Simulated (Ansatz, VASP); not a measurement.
One calculation of Sn2TeAs2, two programs

```
CELL_PARAMETERS angstrom
4.45000 0.00000 0.00000
-2.22500 3.85381 0.00000
0.00000 0.00000 7.70000
ATOMIC_POSITIONS crystal
Sn 0.33333 0.66667 0.28000
Sn 0.66667 0.33333 0.72000
Te 0.00000 0.00000 0.00000
As 0.66667 0.33333 0.37000
As 0.33333 0.66667 0.63000
```

Alike in both runs: task relaxation of cell and atoms; functional PBE; k mesh 4 × 4 × 2; occupations gaussian, width 0.2 eV; no spin polarisation.

|  | VASP | Ansatz |
| --- | --- | --- |
| version | VASP 6.6.1 | Ansatz 0.2.0 |
| potentials or method | VASP PAW PBE potentials, release 64 (Sn_d, Te, As), cutoff 600 eV | scalar-relativistic, plane waves, PAW |
| valence electrons in the cell | 44 | 74 |

|  | VASP | Ansatz | Ansatz less VASP |
| --- | --- | --- | --- |
| gap on the k mesh at the Fermi level, each at its own relaxed structure (eV) | none | none | - |
| relaxed volume (Å³/atom) | 27.45 | 27.87 | +0.411 |
| relaxed length of the cell vector where the two differ most in proportion (Å) | 8.748 | 9.365 | +0.6173 |

A gap of «none» marks a metal or a gap that the smearing closes. One of these differences is far larger than is usual between the two programs; its cause wasn't traced. VASP's potentials hold 44 valence electrons a cell and Ansatz's 74, so a difference there can come from the potentials and not from the codes.

The k mesh is coarse, so the values compare programs but aren't converged. Spin-orbit coupling is off throughout.
